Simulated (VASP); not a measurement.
Ni:

```xyz
1
Lattice="0.0000 1.7720 1.7720 1.7720 0.0000 1.7720 1.7720 1.7720 0.0000" Properties=species:S:1:pos:R:3 pbc="T T T"
Ni    0.0000    0.0000    0.0000
```

Base run:

| Item | Value |
| --- | --- |
| Program | VASP 6.6.1 |
| Functional | PBEsol |
| Potentials or basis | VASP PAW PBE potentials, release 64 (Ni) |
| Cutoff | 520 eV |
| k mesh | 15 × 15 × 15 |
| Occupations | fermi-dirac, width 0.1 eV |
| Spin | collinear spin, ferromagnetic start |
| Starting moments | [0.2] μB |

Its results: pressure -12.9 GPa; site moments Ni +0.64 μB.

Problem. The run is repeated on the same cell with these changes: moments at the start from [0.2] to [1.2]; fixed moment from none to 1.2 μB. What comes out?

Solution. Pressure -7.2 GPa; site moments Ni +1.17 μB.

Caveats: the PAW data sets were made with another functional, which shifts forces and pressure a little; the total moment is fixed, so each spin has its own Fermi level (some runs).
